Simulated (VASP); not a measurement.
Runs of VASP 6.6.1 on CdF2. The structure is that of space group Fm-3m (No. 225), or close to it. The cells are those of the table. 

```tsv
task	cell	cutoff (eV)	gap on the mesh (eV)	pressure (GPa)
relaxation of cell and atoms	relaxed to 8 GPa from a = 3.780 Å, angles 60.0°, 3 atoms	600	3.12	8.0
relaxation of cell and atoms	relaxed to 3 GPa from a = 3.840 Å, angles 60.0°, 3 atoms	600	2.98	3.0
single point	a = 3.921 Å, angles 60.0°, 3 atoms	520	(b)	(a)
relaxation of cell and atoms	relaxed to 30 GPa from a = 3.625 Å, angles 60.0°, 3 atoms	600	3.58	30.0
single point	a = 3.784 Å, angles 60.0°, 3 atoms	520	3.14	8.8
single point	a = 3.627 Å, angles 60.0°, 3 atoms	520	3.60	31.8
single point	a = 3.499 Å, angles 60.0°, 3 atoms	520	4.00	63.2
single point	a = 3.723 Å, angles 60.0°, 3 atoms	520	(d)	(c)
```

Alike in all rows: level PBE; potentials or basis VASP PAW PBE potentials, release 64 (Cd, F); no spin polarisation; k mesh 8 × 8 × 8; smearing gaussian 0.02 eV.

Problem. Estimate the missing entries.

Solution. (a) -2.5; (b) 2.77; (c) 16.2; (d) 3.31.

Caveats: the cell is relaxed towards a set pressure, so the enthalpy falls and the energy may rise (some runs).

A k mesh can miss the band edges, and the runs leave out spin-orbit coupling on Cd.
